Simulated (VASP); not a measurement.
Runs of VASP 6.6.1 on ZrWS3. The structure is that of space group Pm-3m (No. 221), or close to it. The cells are those of the table. 

```csv
task,spin,cell,k mesh,cutoff (eV),gap on the mesh (eV),pressure (GPa),moment (μB)
single point,"collinear, ferrimagnetic start","a = 4.927 Å, 5 atoms",4 × 4 × 4,520,none,-0.4,3.99
single point,"collinear, ferromagnetic start","a = 4.917 Å, 5 atoms",8 × 8 × 8,520,none,0.0,4.00
single point,off,"a = 4.797 Å, 5 atoms",4 × 4 × 4,520,none,1.9,-
single point,"collinear, ferrimagnetic start","a = 4.797 Å, 5 atoms",4 × 4 × 4,520,none,6.2,(b)
relaxation of cell and atoms,"collinear, ferrimagnetic start","relaxed from a = 4.797 Å, 5 atoms",4 × 4 × 4,600,none,0.0,(a)
```

Alike in all rows: level PBE; potentials or basis VASP PAW PBE potentials, release 64 (Zr_sv, W_sv, S); smearing gaussian 0.1 eV.

Question: Estimate the missing entries.

Answer: (a) 3.98; (b) 3.81.

Caveats: spin-orbit coupling is left out, which moves the levels of the heavy elements.

A k mesh can miss the band edges, and the runs leave out spin-orbit coupling on W, Zr.

A gap of «none» marks levels without a gap at the run's occupations.
